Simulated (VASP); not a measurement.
Input of a VASP 6.6.1 run:

File INCAR:

```
SYSTEM = SnO2
PREC = Accurate
ENCUT = 520
EDIFF = 1E-7
ISMEAR = 0
SIGMA = 0.02
LREAL = .False.
LASPH = .True.
NELM = 100
ALGO = Normal
ISIF = 2
LWAVE = .False.
LCHARG = .False.
GGA = PS
NBANDS = 35
```

File KPOINTS:

```
regular mesh
0
Gamma
  6 6 8
  0 0 0
```

POSCAR

```
SnO2
1.0
    4.6732844909      0.0000000000      0.0000000000
    0.0000000000      4.6746644894      0.0000000000
    0.0000000000      0.0000000000      3.2505228910
Sn O
2 4
Direct
    0.5000000000      0.5000000000      0.5000000000
    0.0000000000      0.0000000000      0.0000000000
    0.3062100025      0.3063470845      0.0000000000
    0.8062100025      0.1936529155      0.5000000000
    0.1937899975      0.8063470845      0.5000000000
    0.6937899975      0.6936529155      0.0000000000
```

Potentials or basis: VASP PAW PBE potentials, release 64 (Sn_d, O).

Run with:

```console
$ cat potpaw_PBE.64/Sn_d/POTCAR potpaw_PBE.64/O/POTCAR > POTCAR
$ mpirun -np 1 vasp_std > vasp.out
```

(1) Estimate the largest force.

(2) What does it give for the band gap on the k mesh?

(3) Estimate the pressure.

Answers

(1) 0.039 eV/Å.

(2) 1.14 eV.

(3) 5.6 GPa.

Caveat: the cell differs from its parent crystal (biaxial strain in the a-b plane: -2.0 %); the cell stands under pressure; the PAW data sets were made with another functional, which shifts forces and pressure a little; spin-orbit coupling is left out, which moves the levels of the heavy elements.
